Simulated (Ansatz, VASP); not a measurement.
# HgMo in VASP and in Ansatz

```
CELL_PARAMETERS angstrom
2.80618 0.00000 0.00000
0.00000 2.80618 0.00000
0.00000 0.00000 4.56347
ATOMIC_POSITIONS crystal
Hg 0.50000 0.50000 0.50000
Mo 0.00000 0.00000 0.00000
```

Alike in both runs: functional PBE; k mesh 6 × 6 × 4; occupations gaussian, width 0.1 eV; no spin polarisation.

Ansatz relaxed the structure, and its values are those at the end. VASP's run is a single point on that final structure, the one shown.

|  | VASP | Ansatz |
| --- | --- | --- |
| version | VASP 6.6.1 | Ansatz 0.2.0 |
| potentials or method | VASP PAW PBE potentials, release 64 (Hg_sv_GW, Mo_sv), cutoff 500 eV | scalar-relativistic, plane waves, PAW |
| valence electrons in the cell | 34 | 34 |

|  | VASP | Ansatz | Ansatz less VASP |
| --- | --- | --- | --- |
| gap on the k mesh at the Fermi level (eV) | none | none | - |
| pressure (GPa) | -0.7 | 0.0 | +0.69 |

A gap of «none» marks a metal or a gap that the smearing closes.

The k mesh is coarse, so the values compare programs but aren't converged. Spin-orbit coupling is off throughout.
